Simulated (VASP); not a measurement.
# Na: single point with PBE

Na:

```
CELL_PARAMETERS angstrom
-2.10000 2.10000 2.10000
2.10000 -2.10000 2.10000
2.10000 2.10000 -2.10000
ATOMIC_POSITIONS crystal
Na 0.00000 0.00000 0.00000
```

* Program: VASP 6.6.1
* Task: single point
* Functional: PBE
* Potentials or basis: VASP PAW PBE potentials, release 64 (Na_sv)
* Cutoff: 1130 eV
* k mesh: 12 × 12 × 12
* Occupations: fermi-dirac, width 0.1 eV
* Spin: no spin polarisation
* Dipole correction: no
* Further INCAR settings: ALGO = Normal; EDIFF = 1e-06; NBANDS = 10

The pressure is -0.3 GPa and the band gap on the k mesh is zero (an odd number of electrons rules out a gap without spin polarisation).

Levels at points of the mesh, in eV from the Fermi level:
```
           k point  band 1  band 2  band 3  band 4  band 5  band 6  band 7  band 8
(0.00, 0.00, 0.00)  -52.98  -24.88  -24.88  -24.88   -3.26   11.81   11.81   11.81
(0.50, 0.00, 0.00)  -52.98  -24.92  -24.89  -24.88    0.78    1.24    8.26    9.19
(0.50, 0.50, 0.50)  -52.98  -24.91  -24.91  -24.91    4.55    4.55    4.93    4.93
```

Wall time 2.5 min on 1 thread of AMD EPYC 7571, on a shared host, peak memory 0.22 GiB.
